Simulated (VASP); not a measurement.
# GaN (F-43m) in VASP: notebook, part 2 of 2

VASP 6.6.1. The steps go on from the part before.

### 4 Single point, LDA

This run uses another cell than the first one, of 10.95 Å³/atom, 0.990 times its volume.

File INCAR:

```
SYSTEM = GaN
ALGO = Normal
EDIFF = 1E-6
ENCUT = 520
ISIF = 2
ISMEAR = 0
LASPH = .TRUE.
LCHARG = .FALSE.
LREAL = .FALSE.
LWAVE = .FALSE.
NBANDS = 16
NELM = 80
PREC = Accurate
SIGMA = 0.01
```

File KPOINTS:

```
k-points
0
G
  10 10 10
  0 0 0
```

File POSCAR:

```
GaN
1.0
    0.0000000000      2.2205084050      2.2205084050
    2.2205084050      0.0000000000      2.2205084050
    2.2205084050      2.2205084050      0.0000000000
Ga N
1 1
Direct
    0.0000000000      0.0000000000      0.0000000000
    0.7500000000      0.7500000000      0.7500000000
```

Potentials or basis: VASP PAW LDA potentials, release 64 (Ga_d, N).

The run is started by

```sh
$ cat potpaw_LDA.64/Ga_d/POTCAR potpaw_LDA.64/N/POTCAR > POTCAR
$ mpirun -np 1 vasp_std > vasp.out
```

OUTCAR:

```text
SYSTEM = GaN
   EDIFF = 1E-6
   ENCUT = 520
   ISIF = 2
   ISMEAR = 0
   LASPH = .TRUE.
   LREAL = .FALSE.
   NELM = 80
   PREC = Accurate

 ion  position               nearest neighbor table
   1  0.000  0.000  0.000-   2 1.92   2 1.92   2 1.92   2 1.92
   2  0.750  0.750  0.750-   1 1.92   1 1.92   1 1.92   1 1.92

  LATTYP: Found a face centered cubic cell.
 ALAT       =     4.4410168100

  Lattice vectors:

 A1 = (   0.0000000000,   2.2205084050,   2.2205084050)
 A2 = (   2.2205084050,   0.0000000000,   2.2205084050)
 A3 = (   2.2205084050,   2.2205084050,   0.0000000000)

Analysis of symmetry for initial positions (statically):
=====================================================================
 Subroutine PRICEL returns:
 Original cell was already a primitive cell.

 Routine SETGRP: Setting up the symmetry group for a
 face centered cubic supercell.

 Subroutine GETGRP returns: Found 24 space group operations
 (whereof 24 operations were pure point group operations)
 out of a pool of 48 trial point group operations.

The static configuration has the point symmetry T_d .

Analysis of symmetry for dynamics (positions and initial velocities):
=====================================================================
 Subroutine PRICEL returns:
 Original cell was already a primitive cell.

 Routine SETGRP: Setting up the symmetry group for a
 face centered cubic supercell.

 Subroutine GETGRP returns: Found 24 space group operations
 (whereof 24 operations were pure point group operations)
 out of a pool of 48 trial point group operations.

The dynamic configuration has the point symmetry T_d .

 Subroutine INISYM returns: Found 24 space group operations
 (whereof 24 operations are pure point group operations),
 and found     1 'primitive' translations

----------------------------------------------------------------------------------------

                                     Primitive cell

  volume of cell :      21.8971

  direct lattice vectors                    reciprocal lattice vectors
     0.000000000  2.220508405  2.220508405    -0.225173658  0.225173658  0.225173658
     2.220508405  0.000000000  2.220508405     0.225173658 -0.225173658  0.225173658
     2.220508405  2.220508405  0.000000000     0.225173658  0.225173658 -0.225173658

  length of vectors
     3.140273102  3.140273102  3.140273102     0.390012216  0.390012216  0.390012216

  position of ions in fractional coordinates (direct lattice)
     0.000000000  0.000000000  0.000000000
     0.750000000  0.750000000  0.750000000

  ion indices of the primitive-cell ions
   primitive index   ion index
                 1           1
                 2           2

----------------------------------------------------------------------------------------

 KPOINTS: k-points

Automatic generation of k-mesh.
 Grid dimensions read from file:
 generate k-points for:   10   10   10

 Generating k-lattice:

  Cartesian coordinates                     Fractional coordinates (reciprocal lattice)
    -0.022517366  0.022517366  0.022517366     0.100000000  0.000000000  0.000000000
     0.022517366 -0.022517366  0.022517366     0.000000000  0.100000000  0.000000000
     0.022517366  0.022517366 -0.022517366     0.000000000  0.000000000  0.100000000

  Length of vectors
     0.039001222  0.039001222  0.039001222

  Shift w.r.t. Gamma in fractional coordinates (k-lattice)
     0.000000000  0.000000000  0.000000000

 Subroutine IBZKPT returns following result:
 ===========================================

 Found     47 irreducible k-points:

 Following reciprocal coordinates:
            Coordinates               Weight
  0.000000  0.000000  0.000000      1.000000
  0.100000  0.000000  0.000000      8.000000
  0.200000  0.000000  0.000000      8.000000
  0.300000  0.000000  0.000000      8.000000
  0.400000  0.000000  0.000000      8.000000
  0.500000  0.000000  0.000000      4.000000
[... 16 lines left out ...]
  0.300000  0.300000  0.000000      6.000000
  0.400000  0.300000  0.000000     24.000000
 [... further k-points ...]
   k-points           NKPTS =     47   k-points in BZ     NKDIM =     47   number of bands    NBANDS=     16
   number of dos      NEDOS =    301   number of ions     NIONS =      2
   total plane-waves  NPLWV =  13824
   dimension x,y,z NGX =    24 NGY =   24 NGZ =   24
   dimension x,y,z NGXF=    48 NGYF=   48 NGZF=   48
   ions per type =               1   1
   NGX,Y,Z   is equivalent  to a cutoff of  12.71, 12.71, 12.71 a.u.
   NGXF,Y,Z  is equivalent  to a cutoff of  25.41, 25.41, 25.41 a.u.
 SYSTEM =  GaN
   PREC   = accura    normal or accurate (medium, high low for compatibility)
   ISTART =      0    job   : 0-new  1-cont  2-samecut
   ICHARG =      2    charge: 1-file 2-atom 10-const
   ISPIN  =      1    spin polarized calculation?
   LNONCOLLINEAR =      F non collinear calculations
   LSORBIT =      F    spin-orbit coupling
   LASPH  =      T    aspherical Exc in radial PAW
   ENCUT  =  520.0 eV  38.22 Ry    6.18 a.u.   5.84  5.84  5.84*2*pi/ulx,y,z
   NELM   =     80;   NELMIN=  2; NELMDL= -5     # of ELM steps
   EDIFF  = 0.1E-05   stopping-criterion for ELM
   LREAL  =      F    real-space projection
   EDIFFG = 0.1E-04   stopping-criterion for IOM
   NSW    =      0    number of steps for IOM
   IBRION =     -1    ionic relax: 0-MD 1-quasi-New 2-CG
   NFREE  =      0    steps in history (QN), initial steepest desc. (CG)
   ISIF   =      2    stress and relaxation
   ISYM   =      2    0-nonsym 1-usesym 2-fastsym
   POTIM  = 0.5000    time-step for ionic-motion
   TEBEG  =    0.0;   TEEND  =   0.0 temperature during run
   PSTRESS=    0.0 pullay stress
   NELECT =      18.0000    total number of electrons
   NUPDOWN=      -1.0000    fix difference up-down
   EMIN   =  10.00;   EMAX   =-10.00  energy-range for DOS
   EFERMI =   0.00;   METHOD = LEGACY
   ISMEAR =     0;   SIGMA  =   0.01  broadening in eV -4-tet -1-fermi 0-gaus
   EFERMI_NEDOS =   21; number of points for ismear=-14 and -15
   IALGO  =     38    algorithm
   IMIX   =      4    mixing-type and parameters
     AMIX     =   0.40;   BMIX     =  1.00
     AMIX_MAG =   1.60;   BMIX_MAG =  1.00
  volume/ion in A,a.u.               =      10.95        73.88
  Fermi-wavevector in a.u.,A,eV,Ry     =   1.533569  2.898025 31.998631  2.351833
  Thomas-Fermi vector in A             =   2.640618
   LORBIT       =      0    0 simple, 1 ext, 2 COOP (PROOUT), +10 PAW based schemes
   GGA     = CA    functional components
   LHFCALC =     F    Hartree Fock is set to
   AEXX    =    0.0000 exact exchange contribution
   IVDW    =     0    specifies the selected vdW correction
   LEPSILON=     F    determine dielectric tensor
   LRPA    =     F    only Hartree local field effects (RPA)
 non-spin polarized calculation
 Gauss-broadening in eV      SIGMA  =   0.01
  energy-cutoff  :      520.00
  volume of cell :       21.90
 maximum number of plane-waves:       609
   NGX = 11   NGY = 11   NGZ = 11

 number of electron      18.0000013 magnetization

 Free energy of the ion-electron system (eV)
  ---------------------------------------------------
  ext. energy  EPLUGINS =         0.00000000
  ---------------------------------------------------
  free energy    TOTEN  =       -13.94082215 eV

  energy without entropy =      -13.94082215  energy(sigma->0) =      -13.94082215

 E-fermi :   5.5869     XC(G=0): -12.3562

 val. band max:        5.5311603456   @ k =   0.0000   0.0000   0.0000
 cond. band min:       7.5661793040   @ k =   0.0000   0.0000   0.0000
 fundamental gap:      2.0350189584
 Fermi energy:         5.5868571733

 k-point     1 :       0.0000    0.0000    0.0000
  band No.  band energies     occupation
      1     -10.6646      2.00000
      2      -8.0718      2.00000
      3      -8.0718      2.00000
      4      -8.0718      2.00000
      5      -7.7067      2.00000
      6      -7.7067      2.00000
[... 8 lines left out ...]
     15      24.5474      0.00000
     16      24.5474      0.00000
[... 419 lines left out ...]
 k-point    24 :       0.4000    0.3000    0.0000
  band No.  band energies     occupation
      1      -9.5810      2.00000
      2      -7.9358      2.00000
      3      -7.8176      2.00000
      4      -7.8161      2.00000
      5      -7.6380      2.00000
      6      -6.7290      2.00000
[... 8 lines left out ...]
     15      28.3398      0.00000
     16      28.4276      0.00000

 [... further k-points ...]

------------------------ aborting loop because EDIFF is reached ----------------------------------------

  FORCE on cell =-STRESS in cart. coord.  units (eV):
  Direction    XX          YY          ZZ          XY          YZ          ZX
  --------------------------------------------------------------------------------------
  -------------------------------------------------------------------------------------
  Total        0.4327639      0.4327639      0.4327639     -0.0000000      0.0000000     -0.0000000
  in kB       31.6646250     31.6646250     31.6646250     -0.0000000      0.0000000     -0.0000000
  external PRESSURE =      31.6646250 kB  Pullay stress =       0.0000000 kB

 VOLUME and BASIS-vectors are now :
 -----------------------------------------------------------------------------
  energy-cutoff  :      520.00
  volume of cell :       21.90
      direct lattice vectors                 reciprocal lattice vectors
     0.000000000  2.220508405  2.220508405    -0.225173658  0.225173658  0.225173658
     2.220508405  0.000000000  2.220508405     0.225173658 -0.225173658  0.225173658
     2.220508405  2.220508405  0.000000000     0.225173658  0.225173658 -0.225173658

 POSITION                                       TOTAL-FORCE (eV/Angst)
 -----------------------------------------------------------------------------------
      0.00000      0.00000      0.00000        -0.000000      0.000000     -0.000000
      3.33076      3.33076      3.33076         0.000000     -0.000000      0.000000
 -----------------------------------------------------------------------------------
    total drift:                               -0.000002     -0.000002     -0.000002

  FREE ENERGIE OF THE ION-ELECTRON SYSTEM (eV)
  ---------------------------------------------------
  free  energy   TOTEN  =       -13.9408221531 eV

  energy  without entropy=      -13.9408221531  energy(sigma->0) =      -13.94082215
```

Wall time 6.9 s (1 thread of Intel Xeon Platinum 8488C (Sapphire Rapids), shared host); peak memory 0.13 GiB.

Results:

* Free energy: -13.9408 eV
* Pressure: 3.2 GPa
* Band gap on the k mesh: 2.04 eV, direct

LDA gaps usually lie below the measured ones, often by a third to a half.
